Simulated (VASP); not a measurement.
# Ni3Br2 (P-3m1) in VASP: notebook, part 2 of 2

VASP 6.6.1. Earlier steps stand in the parts before.

## (3) Single point, PBE, collinear spin, ferromagnetic start

This run uses another cell than the first one, of 17.67 Å³/atom.

The input, INCAR:

```
SYSTEM = Ni3Br2
PREC     = Accurate       ! precision mode
ENCUT    = 520            ! plane-wave cutoff, eV
EDIFF    = 1E-6           ! SCF threshold, eV
ISMEAR   = 0              ! smearing method
SIGMA    = 0.1            ! smearing width, eV
LREAL    = .False.        ! projectors in reciprocal space
LASPH    = .True.         ! aspherical terms in the spheres
NELM     = 150            ! most SCF steps
ALGO     = Normal         ! electronic algorithm
ISIF     = 2              ! what is computed and relaxed
LWAVE    = .False.        ! write WAVECAR
LCHARG   = .False.        ! write CHGCAR
ISPIN    = 2              ! spin polarisation
MAGMOM   = 0.77 0.62 0.62 0 0 ! initial moments
LORBIT   = 11             ! projections on sites
LMAXMIX  = 4              ! l up to which the mixer works
GGA      = PE             ! functional
NBANDS   = 34             ! bands
```

The input, KPOINTS:

```
Automatic mesh
0
Gamma
  6 6 4
  0 0 0
```

The input, POSCAR:

```
Ni3Br2
1.0
    3.4364373544      0.0000000000      0.0000000000
   -1.7182186772      2.9760420474      0.0000000000
    0.0000000000      0.0000000000      8.6390786329
Ni Br
3 2
Direct
    0.0000000000      0.0000000000      0.0000000000
    0.3333333333      0.6666666667      0.5738255103
    0.6666666667      0.3333333333      0.4261744897
    0.3333333333      0.6666666667      0.1835200071
    0.6666666667      0.3333333333      0.8164799929
```

Potentials or basis: VASP PAW PBE potentials, release 64 (Ni, Br).

Command:

```
$ cat potpaw_PBE.64/Ni/POTCAR potpaw_PBE.64/Br/POTCAR > POTCAR
$ mpirun -np 1 vasp_std > vasp.out
```

OUTCAR:

```text
SYSTEM = Ni3Br2
   PREC = Accurate
   ENCUT = 520
   EDIFF = 1E-6
   ISMEAR = 0
   LREAL = .False.
   LASPH = .True.
   NELM = 150
   ISIF = 2
   ISPIN = 2
   LORBIT = 11
   GGA = PE

 ion  position               nearest neighbor table
   1  0.000  0.000  0.000-   4 2.54   5 2.54   4 2.54   5 2.54   5 2.54   4 2.54
   2  0.333  0.667  0.574-   3 2.36   3 2.36   3 2.36   5 2.89   5 2.89   5 2.89
   3  0.667  0.333  0.426-   2 2.36   2 2.36   2 2.36   4 2.89   4 2.89   4 2.89
   4  0.333  0.667  0.184-   1 2.54   1 2.54   1 2.54   3 2.89   3 2.89   3 2.89
   5  0.667  0.333  0.816-   1 2.54   1 2.54   1 2.54   2 2.89   2 2.89   2 2.89

  LATTYP: Found a hexagonal cell.
 ALAT       =     3.4364373544
 C/A-ratio  =     2.5139636612

  Lattice vectors:

 A1 = (   3.4364373544,   0.0000000000,   0.0000000000)
 A2 = (  -1.7182186772,   2.9760420474,   0.0000000000)
 A3 = (   0.0000000000,   0.0000000000,   8.6390786329)

Analysis of symmetry for initial positions (statically):
=====================================================================
 Subroutine PRICEL returns:
 Original cell was already a primitive cell.

 Routine SETGRP: Setting up the symmetry group for a
 hexagonal supercell.

 Subroutine GETGRP returns: Found 12 space group operations
 (whereof 12 operations were pure point group operations)
 out of a pool of 24 trial point group operations.

The static configuration has the point symmetry D_3d.

Analysis of symmetry for dynamics (positions and initial velocities):
=====================================================================
 Subroutine PRICEL returns:
 Original cell was already a primitive cell.

 Routine SETGRP: Setting up the symmetry group for a
 hexagonal supercell.

 Subroutine GETGRP returns: Found 12 space group operations
 (whereof 12 operations were pure point group operations)
 out of a pool of 24 trial point group operations.
[... 168 lines left out ...]

 E-fermi :   5.7172     XC(G=0): -10.7105

 val. band max:        5.7152339330   @ k =   0.3333  -0.0000   0.0000
 cond. band min:       5.7224583590   @ k =   0.1667   0.1667   0.5000
 fundamental gap:      0.0072244260
 Fermi energy:         5.7171503792

 spin component 1

 k-point     1 :       0.0000    0.0000    0.0000
  band No.  band energies     occupation
      1     -11.4373      1.00000
      2     -10.9562      1.00000
      3      -1.8326      1.00000
      4       0.7684      1.00000
      5       1.7650      1.00000
      6       1.8901      1.00000
[... 877 lines left out ...]
     33      15.0130      0.00000
     34      16.4223      0.00000
 Fermi energy:         5.7171503792

 spin component 2

 k-point     1 :       0.0000    0.0000    0.0000
  band No.  band energies     occupation
      1     -11.3244      1.00000
      2     -10.8359      1.00000
      3      -1.7681      1.00000
      4       0.8661      1.00000
      5       1.8269      1.00000
      6       2.4769      1.00000
[... 877 lines left out ...]
     33      15.1382      0.00000
     34      16.5192      0.00000

------------------------ aborting loop because EDIFF is reached ----------------------------------------

  FORCE on cell =-STRESS in cart. coord.  units (eV):
  Direction    XX          YY          ZZ          XY          YZ          ZX
  --------------------------------------------------------------------------------------
  -------------------------------------------------------------------------------------
  Total        0.0497340      0.0497340     -0.0215858      0.0000000      0.0000000     -0.0000000
  in kB        0.9018813      0.9018813     -0.3914387      0.0000000      0.0000000     -0.0000000
  external PRESSURE =       0.4707746 kB  Pullay stress =       0.0000000 kB

 VOLUME and BASIS-vectors are now :
 -----------------------------------------------------------------------------
  energy-cutoff  :      520.00
  volume of cell :       88.35
      direct lattice vectors                 reciprocal lattice vectors
     3.436437354  0.000000000  0.000000000     0.290999048  0.168008379  0.000000000
    -1.718218677  2.976042047  0.000000000     0.000000000  0.336016758  0.000000000
     0.000000000  0.000000000  8.639078633     0.000000000  0.000000000  0.115753085

 POSITION                                       TOTAL-FORCE (eV/Angst)
 -----------------------------------------------------------------------------------
      0.00000      0.00000      0.00000         0.000000      0.000000      0.000000
     -0.00000      1.98403      4.95732        -0.000000     -0.000000      0.035110
      1.71822      0.99201      3.68175         0.000000      0.000000     -0.035110
     -0.00000      1.98403      1.58544        -0.000000     -0.000000      0.014933
      1.71822      0.99201      7.05363         0.000000      0.000000     -0.014933
 -----------------------------------------------------------------------------------
    total drift:                                0.000000     -0.000000     -0.000000

  FREE ENERGIE OF THE ION-ELECTRON SYSTEM (eV)
  ---------------------------------------------------
  free  energy   TOTEN  =       -17.7078222808 eV

  energy  without entropy=      -17.6804243532  energy(sigma->0) =      -17.69412332

 total charge

# of ion       s       p       d       tot
------------------------------------------
    1        0.314   0.306   8.419   9.038
    2        0.421   0.235   8.352   9.009
    3        0.421   0.235   8.352   9.009
    4        1.626   3.176   0.055   4.856
    5        1.626   3.176   0.055   4.856
--------------------------------------------------
tot          4.408   7.128  25.232  36.769

 magnetization (x)

# of ion       s       p       d       tot
------------------------------------------
    1       -0.001   0.002   0.924   0.926
    2       -0.015  -0.005   0.809   0.789
    3       -0.015  -0.005   0.809   0.789
    4        0.008   0.108  -0.001   0.115
    5        0.008   0.108  -0.001   0.115
--------------------------------------------------
tot         -0.016   0.209   2.541   2.733
```

OSZICAR:

```text
N       E                     dE             d eps       ncg     rms          rms(c)
DAV:   1     0.337051452446E+03    0.33705E+03   -0.18835E+04  3264   0.144E+03
DAV:   2     0.158496520043E+02   -0.32120E+03   -0.30136E+03  3284   0.323E+02
DAV:   3    -0.177125826615E+02   -0.33562E+02   -0.32000E+02  3956   0.115E+02
[... 13 lines left out ...]
DAV:  17    -0.177078087166E+02    0.91604E-03   -0.57012E-03  4652   0.349E-01    0.188E-01
DAV:  18    -0.177078122757E+02   -0.35591E-05   -0.63076E-04  4674   0.153E-01    0.521E-02
DAV:  19    -0.177078201910E+02   -0.79153E-05   -0.62632E-05  4522   0.439E-02    0.196E-02
DAV:  20    -0.177078217298E+02   -0.15389E-05   -0.10430E-05  2832   0.333E-02    0.207E-02
DAV:  21    -0.177078222808E+02   -0.55094E-06   -0.40205E-06  2222   0.295E-02
   1 F= -.17707822E+02 E0= -.17694123E+02  d E =-.273979E-01  mag=     2.7656
```

stdout:

```text
POSCAR found type information on POSCAR NiBr
 POSCAR found :  2 types and       5 ions
 scaLAPACK will be used
 LDA part: xc-table for (Slater+PW92), standard interpolation
 POSCAR, INCAR and KPOINTS ok, starting setup
 FFT: planning ... GRIDC
 FFT: planning ... GRID_SOFT
 FFT: planning ... GRID
 WAVECAR not read
 entering main loop
```

Wall time 3.3 min (1 thread of AMD EPYC 7R43 (Zen 3), shared host); peak memory 0.27 GiB.

What came out:

```
Free energy                                           : -17.7078 eV
Pressure                                              : 0.0 GPa
Largest force                                         : 0.035 eV/Å
Net moment                                            : 2.77 μB per cell
Site moments                                          : Ni +0.93, +0.79 (each value once); Br +0.12 μB
Valence electrons inside the program's atomic spheres : Ni 9.04, 9.01 (each value once); Br 4.86
```

Forces in eV/Å, atoms in the order of the input:
```
Ni   0.000  0.000  0.000
Ni   0.000  0.000  0.035
Ni   0.000  0.000 -0.035
Br   0.000  0.000  0.015
Br   0.000  0.000 -0.015
```
